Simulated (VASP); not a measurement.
# Zn (P6_3/mmc) in VASP: elastic constants with PBE

Aim: the elastic constants of Zn with PBE.

Program: VASP 6.6.1. These are calculated values, not measurements. Logs are shortened: lines on timing, memory, paths and dates and some standing lists are left out, and cuts for length are marked.

### 1 The cell of the first run

Symmetry: P6_3/mmc, No. 194, hexagonal system. The conventional cell has a = 2.637 Å, b = 2.637 Å, c = 5.094 Å, α = 90.00°, β = 90.00°, γ = 120.00°. Zn (site symmetry -6m2) has 12 Zn at 2.64 to 2.97 Å within 3.5 Å.

### 2 Elastic constants, PBE

Contents of INCAR:

```
ALGO     = Normal         # electronic algorithm
EDIFF    = 1E-8           # SCF threshold, eV
ENCUT    = 500            # plane-wave cutoff, eV
GGA      = PE             # functional
GGA_COMPAT= F            
IBRION   = 6              # ionic algorithm
ISIF     = 3              # what is computed and relaxed
ISMEAR   = -1             # smearing method
LASPH    = T              # aspherical terms in the spheres
LCHARG   = F              # write CHGCAR
LREAL    = F              # projectors in reciprocal space
LWAVE    = F              # write WAVECAR
NBANDS   = 19             # bands
NELM     = 120            # most SCF steps
NFREE    = 2            
NSW      = 1              # ionic steps
POTIM    = 0.015          # step
PREC     = Accurate       # precision mode
SIGMA    = 0.15           # smearing width, eV
```

Contents of KPOINTS:

```
k-points
0
Gamma
  18 18 10
```

Contents of POSCAR:

```
Zn
1.0
    2.6368218066      0.0000000000      0.0000000000
   -1.3184109033      2.2835546698      0.0000000000
    0.0000000000      0.0000000000      5.0944298457
Zn
2
Direct
    0.3333333333      0.6666666667      0.2500000000
    0.6666666667      0.3333333333      0.7500000000
```

Potentials or basis: VASP PAW PBE potentials, release 64 (Zn).

Run with:

```console
cat potpaw_PBE.64/Zn/POTCAR > POTCAR
mpirun -np 1 vasp_std > vasp.out
```

OUTCAR:

```text
EDIFF = 1E-8
   ENCUT = 500
   GGA = PE
   IBRION = 6
   ISIF = 3
   ISMEAR = -1
   LASPH = T
   LREAL = F
   NELM = 120
   NFREE = 2
   NSW = 1
   POTIM = 0.015
   PREC = Accurate

 ion  position               nearest neighbor table
   1  0.333  0.667  0.250-   2 2.97   2 2.97   2 2.97   2 2.97   2 2.97   2 2.97
   2  0.667  0.333  0.750-   1 2.97   1 2.97   1 2.97   1 2.97   1 2.97   1 2.97

  LATTYP: Found a hexagonal cell.
 ALAT       =     2.6368218066
 C/A-ratio  =     1.9320341757

  Lattice vectors:

 A1 = (   2.6368218066,   0.0000000000,   0.0000000000)
 A2 = (  -1.3184109033,   2.2835546698,   0.0000000000)
 A3 = (   0.0000000000,   0.0000000000,   5.0944298457)

Analysis of symmetry for initial positions (statically):
=====================================================================
 Subroutine PRICEL returns:
 Original cell was already a primitive cell.

 Routine SETGRP: Setting up the symmetry group for a
 hexagonal supercell.

 Subroutine GETGRP returns: Found 24 space group operations
 (whereof 12 operations were pure point group operations)
 out of a pool of 24 trial point group operations.

The static configuration has the point symmetry D_3d.
 The point group associated with its full space group is D_6h.

Analysis of symmetry for dynamics (positions and initial velocities):
=====================================================================
 Subroutine PRICEL returns:
 Original cell was already a primitive cell.

 Routine SETGRP: Setting up the symmetry group for a
 hexagonal supercell.

 Subroutine GETGRP returns: Found 24 space group operations
 (whereof 12 operations were pure point group operations)
 out of a pool of 24 trial point group operations.

The dynamic configuration has the point symmetry D_3d.
 The point group associated with its full space group is D_6h.

 Subroutine INISYM returns: Found 24 space group operations
 (whereof 12 operations are pure point group operations),
 and found     1 'primitive' translations

----------------------------------------------------------------------------------------

                                     Primitive cell

  volume of cell :      30.6752

  direct lattice vectors                    reciprocal lattice vectors
     2.636821807  0.000000000  0.000000000     0.379244436  0.218956877  0.000000000
    -1.318410903  2.283554670  0.000000000     0.000000000  0.437913755  0.000000000
     0.000000000  0.000000000  5.094429846     0.000000000  0.000000000  0.196292820

  length of vectors
     2.636821807  2.636821807  5.094429846     0.437913755  0.437913755  0.196292820

  position of ions in fractional coordinates (direct lattice)
     0.333333333  0.666666667  0.250000000
     0.666666667  0.333333333  0.750000000

  ion indices of the primitive-cell ions
   primitive index   ion index
                 1           1
                 2           2

----------------------------------------------------------------------------------------

 KPOINTS: k-points

Automatic generation of k-mesh.
 Grid dimensions read from file:
 generate k-points for:   18   18   10
[... 116 lines left out ...]

  FORCE on cell =-STRESS in cart. coord.  units (eV):
  Direction    XX          YY          ZZ          XY          YZ          ZX
  --------------------------------------------------------------------------------------
  -------------------------------------------------------------------------------------
  Total        0.0786720      0.0786720      0.0169147      0.0000000     -0.0000000      0.0000000
  in kB        4.1090645      4.1090645      0.8834594      0.0000000     -0.0000000      0.0000000
  external PRESSURE =       3.0338628 kB  Pullay stress =       0.0000000 kB
[... 89 lines left out ...]
  FREE ENERGIE OF THE ION-ELECTRON SYSTEM (eV)
  ---------------------------------------------------
  free  energy   TOTEN  =        -2.2289437672 eV

  energy  without entropy=       -2.2013758270  energy(sigma->0) =       -2.21515980

[... ionic steps 4 to 14 ...]

--------------------------------------- Ionic step       15  -------------------------------------------

 number of electron      24.0000001 magnetization

------------------------ aborting loop because EDIFF is reached ----------------------------------------
[... 67 lines left out ...]
--------------------------------------- Ionic step       17  -------------------------------------------

 number of electron      24.0000007 magnetization

 Free energy of the ion-electron system (eV)
  ---------------------------------------------------
  ext. energy  EPLUGINS =         0.00000000
  ---------------------------------------------------
  free energy    TOTEN  =        -2.23426642 eV

  energy without entropy =       -2.20629774  energy(sigma->0) =       -2.22028208

 E-fermi :   3.0201     XC(G=0): -11.4971

 val. band max:        2.9845089012   @ k =  -0.2222   0.5556   0.3000
 cond. band min:       3.0377419845   @ k =   0.2778   0.2778   0.3000
 fundamental gap:      0.0532330834
 Fermi energy:         3.0201058426

 k-point     1 :       0.0000    0.0000    0.0000
  band No.  band energies     occupation
      1      -7.3003      2.00000
      2      -5.6180      2.00000
      3      -4.9088      2.00000
      4      -4.6391      2.00000
      5      -4.6391      2.00000
      6      -4.5989      2.00000
[... 505 lines left out ...]
      6      -4.4753      2.00000
[... 11 lines left out ...]
     18      15.9955      0.00000
     19      17.5518      0.00000

 [... further k-points ...]

------------------------ aborting loop because EDIFF is reached ----------------------------------------

  FORCE on cell =-STRESS in cart. coord.  units (eV):
  Direction    XX          YY          ZZ          XY          YZ          ZX
  --------------------------------------------------------------------------------------
  -------------------------------------------------------------------------------------
  Total        0.0797879      0.0797879      0.0199163      0.0000000      0.0000000      0.0000000
  in kB        4.1673471      4.1673471      1.0402338      0.0000000      0.0000000      0.0000000
  external PRESSURE =       3.1249760 kB  Pullay stress =       0.0000000 kB
[... 17 lines left out ...]
  FREE ENERGIE OF THE ION-ELECTRON SYSTEM (eV)
  ---------------------------------------------------
  free  energy   TOTEN  =        -2.2342664218 eV

  energy  without entropy=       -2.2062977400  energy(sigma->0) =       -2.22028208

 INTERNAL STRAIN TENSORS FROM STRAINED CELLS
 ============================================

 INTERNAL STRAIN TENSOR FOR ION    1 for displacements in x,y,z  (eV/Angst):
          X           Y           Z          XY          YZ          ZX
  --------------------------------------------------------------------------------
  x    -0.00000     0.00000     0.00000     0.18563    -0.00000    -0.00000
  y     0.19221    -0.21313    -0.00000    -0.00032     0.00002    -0.00008
  z     0.00000    -0.00000    -0.00000     0.00000     0.00142     0.00000

 INTERNAL STRAIN TENSORS FROM DISPLACED ATOMS
 ============================================

 INTERNAL STRAIN TENSOR FOR ION    1 for displacements in x,y,z  (eV/Angst):
          X           Y           Z          XY          YZ          ZX
  --------------------------------------------------------------------------------
  x     0.00000     0.00000     0.00000     0.19918     0.00000     0.00000
  y     0.19918    -0.19918     0.00000     0.00000     0.00000     0.00000
  z     0.00000    -0.00000     0.00000     0.00000    -0.00000     0.00000

 INTERNAL STRAIN TENSOR FOR ION    2 for displacements in x,y,z  (eV/Angst):
          X           Y           Z          XY          YZ          ZX
  --------------------------------------------------------------------------------
  x     0.00000     0.00000     0.00000    -0.19918     0.00000     0.00000
  y    -0.19918     0.19918     0.00000     0.00000     0.00000     0.00000
  z    -0.00000     0.00000     0.00000     0.00000     0.00000     0.00000

 Eigenvectors and eigenvalues of the dynamical matrix
 ----------------------------------------------------

   1 f  =    3.685645 THz    23.157590 2PiTHz  122.939882 cm-1    15.242596 meV
             X         Y         Z           dx          dy          dz
     -0.000000  1.522370  1.273607     0.000000    0.000000    0.707107
      1.318411  0.761185  3.820822    -0.000000   -0.000000   -0.707107
[... 11 lines left out ...]
   4 f  =    0.000000 THz     0.000000 2PiTHz    0.000001 cm-1     0.000000 meV
             X         Y         Z           dx          dy          dz
     -0.000000  1.522370  1.273607     0.035357   -0.310425    0.634339
      1.318411  0.761185  3.820822     0.035357   -0.310425    0.634339

   5 f/i=    0.000000 THz     0.000000 2PiTHz    0.000001 cm-1     0.000000 meV
             X         Y         Z           dx          dy          dz
     -0.000000  1.522370  1.273607    -0.099721    0.626575    0.312184
      1.318411  0.761185  3.820822    -0.099721    0.626575    0.312184

   6 f/i=    0.000000 THz     0.000000 2PiTHz    0.000001 cm-1     0.000000 meV
             X         Y         Z           dx          dy          dz
     -0.000000  1.522370  1.273607    -0.699146   -0.105069   -0.012448
      1.318411  0.761185  3.820822    -0.699146   -0.105069   -0.012448

--------------------------------------------------------------------------------------------------------

 ELASTIC MODULI CONTR FROM IONIC RELAXATION (kBar)
 Direction    XX          YY          ZZ          XY          YZ          ZX
 --------------------------------------------------------------------------------
 XX          -4.3946      4.3946      0.0000     -0.0000      0.0000      0.0000
 YY           4.3946     -4.3946      0.0000      0.0000     -0.0000      0.0000
 ZZ           0.0000      0.0000      0.0000      0.0000      0.0000      0.0000
 XY          -0.0000      0.0000      0.0000     -4.3946     -0.0000      0.0000
 YZ           0.0000     -0.0000      0.0000     -0.0000     -0.0000      0.0000
 ZX           0.0000      0.0000      0.0000      0.0000      0.0000      0.0000
 --------------------------------------------------------------------------------

 TOTAL ELASTIC MODULI (kBar)
 Direction    XX          YY          ZZ          XY          YZ          ZX
 --------------------------------------------------------------------------------
 XX        1857.0046    391.9746    368.2866     -0.0000      0.0000      0.0000
 YY         391.9746   1857.0046    368.2866      0.0000      0.0000     -0.0000
 ZZ         368.2866    368.2866    745.6724     -0.0000      0.0000      0.0000
 XY          -0.0000      0.0000      0.0000    732.5150     -0.0000      0.0000
 YZ           0.0000      0.0000      0.0000     -0.0000    310.8829      0.0000
 ZX           0.0000     -0.0000      0.0000     -0.0000      0.0000    310.8829
 --------------------------------------------------------------------------------
```

It took 65 min on 1 thread of Oxide Virtual Turin-like, shared host; peak memory 0.79 GiB.

Results:

| Item | Value |
| --- | --- |
| Voigt bulk modulus | 75 GPa |
| Highest phonon frequency at Γ | 123 cm⁻¹ |

Phonon frequencies in cm⁻¹ (negative: imaginary):
```tsv
q point	frequencies
(0.000, 0.000, 0.000)	0 0 0 63 63 123
```

Elastic tensor in Voigt notation (GPa, in the Cartesian axes of the cell as first typed):
```
186  39  37   0   0   0
 39 186  37   0   0   0
 37  37  75   0   0   0
  0   0   0  31   0   0
  0   0   0   0  31   0
  0   0   0   0   0  73
```

Clamped-ion elastic tensor (GPa):
```
186  39  37   0   0   0
 39 186  37   0   0   0
 37  37  75   0   0   0
  0   0   0  31   0   0
  0   0   0   0  31   0
  0   0   0   0   0  74
```
